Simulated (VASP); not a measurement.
Wanted: the native input for a VASP 6.6.1 run.

```
Task                   : single point
Functional             : PBE
Potentials or basis    : VASP PAW PBE potentials, release 64 (Mg, Cd, Se)
Cutoff                 : 520 eV
k mesh                 : 6 × 6 × 2
Occupations            : gaussian, width 0.1 eV
Spin                   : no spin polarisation
Dipole correction      : no
Further INCAR settings : ALGO = Normal; EDIFF = 1e-06; NBANDS = 26
```

The structure of Mg2CdSe3 lies in POSCAR:

```
Mg2CdSe3
1.0
    3.9576358824      0.0000000000      0.0000000000
   -1.9788179412      3.4274132131      0.0000000000
    0.0000000000      0.0000000000      9.6832898147
Mg Cd Se
2 1 3
Direct
    0.6666666667      0.3333333333      0.1625041407
    0.3333333333      0.6666666667      0.8374958593
    0.0000000000      0.0000000000      0.5000000000
    0.6666666667      0.3333333333      0.6758310238
    0.0000000000      0.0000000000      0.0000000000
    0.3333333333      0.6666666667      0.3241689762
```

One way to write it, as run:

INCAR

```
PREC = Accurate
ENCUT = 520
EDIFF = 1E-6
ISMEAR = 0
SIGMA = 0.1
LREAL = False
LASPH = True
NELM = 100
ALGO = Normal
ISIF = 2
LWAVE = False
LCHARG = True
GGA = PE
LELF = True
LVHAR = True
NBANDS = 26
```

KPOINTS

```
regular mesh
0
Gamma
  6 6 2
```

Potentials or basis: VASP PAW PBE potentials, release 64 (Mg, Cd, Se).

Run with:

```console
$ cat potpaw_PBE.64/Mg/POTCAR potpaw_PBE.64/Cd/POTCAR potpaw_PBE.64/Se/POTCAR > POTCAR
$ mpirun -np 1 vasp_std > vasp.out
```

Results of the run:

```json
{
 "Pressure": "-0.1 GPa",
 "Largest force": "0.047 eV/Å",
 "Band gap on the k mesh": "0.86 eV (least direct gap 1.50 eV)"
}
```

Run time: 95 s on 1 thread of Intel Xeon 8259CL (shared host), peak memory 0.26 GiB.
